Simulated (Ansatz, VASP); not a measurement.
## Mg3BiSb: VASP beside Ansatz

INCAR

```
SYSTEM = Mg3BiSb
PREC = Accurate
ENCUT = 520
EDIFF = 1E-7
ISMEAR = -1
SIGMA = 0.15
LREAL = .FALSE.
LASPH = .TRUE.
NELM = 100
ALGO = Normal
ISIF = 2
LWAVE = .FALSE.
LCHARG = .FALSE.
GGA = PS
NBANDS = 21
```

File KPOINTS:

```
regular mesh
0
G
  6 6 3
  0 0 0
```

The input POSCAR:

```
Mg3BiSb
1.0
    4.6013006507      0.0000000000      0.0000000000
   -2.3006503254      3.9848433212      0.0000000000
    0.0000000000      0.0000000000      7.2608686841
Mg Sb Bi
3 1 1
Direct
    0.0000000000      0.0000000000      0.0044930000
    0.3333333333      0.6666666667      0.3649360000
    0.6666666667      0.3333333333      0.6258560000
    0.6666666667      0.3333333333      0.2250700000
    0.3333333333      0.6666666667      0.7796450000
```

Input for Ansatz:

```yaml
crystal:
  lattice:
    - [4.601300650713035, 0.0, 0.0]
    - [-2.3006503253565174, 3.984843321158901, 0.0]
    - [0.0, 0.0, 7.260868684095161]
  atoms:
    - { symbol: Mg, position: [0.0, 0.0, 0.004493] }
    - { symbol: Mg, position: [0.3333333333333333, 0.6666666666666666, 0.364936] }
    - { symbol: Mg, position: [0.6666666666666666, 0.3333333333333333, 0.625856] }
    - { symbol: Sb, position: [0.6666666666666666, 0.3333333333333333, 0.22507] }
    - { symbol: Bi, position: [0.3333333333333333, 0.6666666666666666, 0.779645] }
basis:
  ecutwfc: 500.0
kpoints:
  mp_grid:
    grid: [6, 6, 3]
hamiltonian:
  xc: pbesol
scf:
  convergence:
    dr2_threshold: 1.0e-10
  occupations:
    method: fermi_dirac
    width: 0.15
output:
  stress: true
```

Alike in both runs: task single point; functional PBEsol; k mesh 6 × 6 × 3; occupations fermi-dirac, width 0.15 eV; no spin polarisation.

|  | VASP | Ansatz |
| --- | --- | --- |
| version | VASP 6.6.1 | Ansatz 0.2.0 |
| potentials or method | VASP PAW PBE potentials, release 64 (Mg, Sb, Bi_d), cutoff 520 eV | plane waves, PAW |
| valence electrons in the cell | 26 | 60 |

Ansatz gave:

| Property | Result |
| --- | --- |
| pressure (GPa) | 0.2 |

**Question.** Which values does VASP return?

**Answer.** Pressure (GPa): 0.1.

VASP's potentials were made for PBE, not for PBEsol. VASP's potentials hold 26 valence electrons a cell and Ansatz's 60, so a difference there can come from the potentials and not from the codes.

Spin-orbit coupling is off throughout.
